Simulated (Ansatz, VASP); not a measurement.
**One calculation of CsH, two programs**

The input INCAR:

```
PREC = Accurate
ENCUT = 520
EDIFF = 1E-6
ISMEAR = 0
SIGMA = 0.05
LREAL = False
LASPH = True
NELM = 100
ALGO = Normal
ISIF = 2
LWAVE = False
LCHARG = True
LELF = True
LVHAR = True
NBANDS = 12
```

Contents of KPOINTS:

```
Automatic mesh
0
Gamma
  8 8 8
```

File POSCAR:

```
CsH
1.0
    0.0000000000      3.1880000000      2.9329600000
    3.1880000000      0.0000000000      2.9329600000
    3.1880000000      3.1880000000      0.0000000000
Cs H
1 1
Direct
    0.0000000000      0.0000000000      0.0000000000
    0.5000000000      0.5000000000      0.5000000000
```

Input for Ansatz:

```yaml
crystal:
  lattice:
    - [0.0, 3.188, 2.93296]
    - [3.188, 0.0, 2.93296]
    - [3.188, 3.188, 0.0]
  atoms:
    - { symbol: Cs, position: [0.0, 0.0, 0.0] }
    - { symbol: H, position: [0.5, 0.5, 0.5] }
basis:
  ecutwfc: 420
kpoints:
  mp_grid: { grid: [8, 8, 8] }
hamiltonian:
  xc: lda
scf:
  occupations: { method: gaussian, width: 0.05 }
output:
  forces: true
  stress: true
  eigenvalues: true
```

Change from the starting cell: strain +0.000 along x and y, -0.080 along z, atoms carried along.

Alike in both runs: task single point; functional LDA; k mesh 8 × 8 × 8; occupations gaussian, width 0.05 eV; no spin polarisation.

```csv
,VASP,Ansatz
version,VASP 6.6.1,Ansatz 0.2.0
potentials or method,"VASP PAW LDA potentials, release 64 (Cs_sv, H), cutoff 520 eV","scalar-relativistic, plane waves, PAW"
valence electrons in the cell,10,10
```

```csv
,VASP,Ansatz,Ansatz less VASP
gap on the k mesh at the Fermi level (eV),1.77,1.79,+0.024
least direct gap on the mesh (eV),1.77,1.79,+0.024
pressure (GPa),-0.3,-0.3,-0.04
"traceless stress, the component that is largest in VASP (GPa)",1.73,1.69,-0.042
```

LDA's correlation is that of Perdew and Zunger in VASP and of Perdew and Wang (1992) in Ansatz.

Neither program's run includes spin-orbit coupling.
